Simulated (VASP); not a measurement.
A run of VASP 6.6.1 is set up as follows.

Contents of INCAR:

```
SYSTEM = CoO
PREC     = Accurate       ! precision mode
ENCUT    = 520            ! plane-wave cutoff, eV
EDIFF    = 1E-7           ! SCF threshold, eV
ISMEAR   = 0              ! smearing method
SIGMA    = 0.1            ! smearing width, eV
LREAL    = .FALSE.        ! projectors in reciprocal space
LASPH    = .TRUE.         ! aspherical terms in the spheres
NELM     = 150            ! most SCF steps
ALGO     = Normal         ! electronic algorithm
ISIF     = 2              ! what is computed and relaxed
LWAVE    = .FALSE.        ! write WAVECAR
LCHARG   = .FALSE.        ! write CHGCAR
ISPIN    = 2              ! spin polarisation
MAGMOM   = -2.21 2.21 -0.16 0.16 ! initial moments
LORBIT   = 11             ! projections on sites
LMAXMIX  = 4              ! l up to which the mixer works
GGA      = PS             ! functional
NBANDS   = 27             ! bands
```

Contents of KPOINTS:

```
Automatic mesh
0
G
  6 6 6
  0 0 0
```

POSCAR

```
CoO
1.0
    1.5635421071      0.9027114564      4.9359323110
   -1.5635421071      0.9027114564      4.9359323110
    0.0000000000     -1.8054229128      4.9359323110
Co O
2 2
Direct
    1.0040470185      1.0040470185      1.0040470185
    0.4970357781      0.4970357781      0.4970357781
    0.3718754505      0.3718754505      0.3718754505
    0.8770411029      0.8770411029      0.8770411029
```

Potentials or basis: VASP PAW PBE potentials, release 64 (Co, O).

The run is started by

```bash
$ cat potpaw_PBE.64/Co/POTCAR potpaw_PBE.64/O/POTCAR > POTCAR
$ mpirun -np 1 vasp_std > vasp.out
```

Question: What does it give for the largest force?

Answer: 0.027 eV/Å.

Question: Predict the pressure.

Answer: -0.2 GPa.

Stress tensor (GPa, compression positive):
```
-0.29  0.00  0.00
 0.00 -0.29  0.00
 0.00  0.00 -0.16
```

Caveat: the k points lie up to 0.39 Å⁻¹ apart; the PAW data sets were made with another functional, which shifts forces and pressure a little.
